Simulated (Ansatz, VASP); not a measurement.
## One calculation of NaLaYSbO6, two programs

File INCAR:

```
PREC = Accurate
ENCUT = 520
EDIFF = 1E-7
ISMEAR = 0
SIGMA = 0.01
LREAL = False
LASPH = True
NELM = 60
ALGO = Normal
ISIF = 2
LWAVE = False
LCHARG = False
GGA = PE
NBANDS = 46
```

File KPOINTS:

```
Automatic mesh
0
Gamma
  4 4 4
```

Contents of POSCAR:

```
NaLaYSbO6
1.0
    0.0000000000      4.1645350000      4.1645350000
    4.1645350000      0.0000000000      4.1645350000
    4.1645350000      4.1645350000      0.0000000000
Na La Y Sb O
1 1 1 1 6
Direct
    0.7500000000      0.7500000000      0.7500000000
    0.2500000000      0.2500000000      0.2500000000
    0.5000000000      0.5000000000      0.5000000000
    0.0000000000      0.0000000000      0.0000000000
    0.7625140000      0.2374860000      0.2374860000
    0.2374860000      0.7625140000      0.7625140000
    0.7625140000      0.7625140000      0.2374860000
    0.2374860000      0.2374860000      0.7625140000
    0.2374860000      0.7625140000      0.2374860000
    0.7625140000      0.2374860000      0.7625140000
```

Input for Ansatz:

```yaml
crystal:
  lattice:
    - [0.0, 4.164535, 4.164535]
    - [4.164535, 0.0, 4.164535]
    - [4.164535, 4.164535, 0.0]
  atoms:
    - { symbol: Na, position: [0.75, 0.75, 0.75] }
    - { symbol: La, position: [0.25, 0.25, 0.25] }
    - { symbol: "Y", position: [0.5, 0.5, 0.5] }
    - { symbol: Sb, position: [0.0, 0.0, 0.0] }
    - { symbol: O, position: [0.762514, 0.237486, 0.237486] }
    - { symbol: O, position: [0.237486, 0.762514, 0.762514] }
    - { symbol: O, position: [0.762514, 0.762514, 0.237486] }
    - { symbol: O, position: [0.237486, 0.237486, 0.762514] }
    - { symbol: O, position: [0.237486, 0.762514, 0.237486] }
    - { symbol: O, position: [0.762514, 0.237486, 0.762514] }
kpoints:
  mp_grid:
    grid: [4, 4, 4]
hamiltonian:
  xc: pbe
scf:
  occupations:
    method: fixed
basis:
  ecutwfc: "38 Ry"
output:
  forces: true
  stress: true
  eigenvalues: true
```

Alike in both runs: task single point; functional PBE; k mesh 4 × 4 × 4; no spin polarisation.

|  | VASP | Ansatz |
| --- | --- | --- |
| version | VASP 6.6.1 | Ansatz 0.2.0 |
| potentials or method | VASP PAW PBE potentials, release 64 (Na_pv, La, Y_sv, Sb, O), cutoff 520 eV | plane waves, PAW |
| occupations | gaussian, width 0.01 eV | fixed |
| valence electrons in the cell | 70 | 82 |

VASP gave:

```
gap on the k mesh at the Fermi level (eV) : 2.58
pressure (GPa)                            : -0.8
rms of the force components (eV/Å)        : 0.072
```

Problem. What did Ansatz give for the same quantities?

Solution. gap on the k mesh at the Fermi level (eV): 2.54; pressure (GPa): -0.7; rms of the force components (eV/Å): 0.059.

Atom by atom the forces differ by 0.013 eV/Å (rms over components). VASP's potentials hold 70 valence electrons a cell and Ansatz's 82, so a difference there can come from the potentials and not from the codes.

Spin-orbit coupling is off throughout.
